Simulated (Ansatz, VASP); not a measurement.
## Te: VASP beside Ansatz

```
Te
1.0
     0.00000    3.59248    3.59248
     3.59248    0.00000    3.59248
     3.59248    3.59248    0.00000
Te
2
Direct
  0.87500 0.87500 0.87500
  0.12500 0.12500 0.12500
```

Alike in both runs: functional PBE; k mesh 11 × 11 × 11; occupations fermi-dirac, width 0.05 eV; no spin polarisation.

Ansatz relaxed the structure, and its values are those at the end. VASP's run is a single point on that final structure, the one shown.

|  | VASP | Ansatz |
| --- | --- | --- |
| version | VASP 6.6.1 | Ansatz 0.2.0 |
| potentials or method | VASP PAW PBE potentials, release 64 (Te) | PAW with Ansatz's default frozen-core files, scalar-relativistic |
| plane-wave cutoff (eV) | 520 | 420 |
| valence electrons in the cell | 12 | 32 |

```tsv
	VASP	Ansatz	Ansatz less VASP
pressure (GPa)	0.0	0.0	+0.02
```

The functional is the same, so the differences come from potentials, cutoffs and numerics. VASP's potentials hold 12 valence electrons a cell and Ansatz's 32, so a difference there can come from the potentials and not from the codes.

Spin-orbit coupling is off throughout.
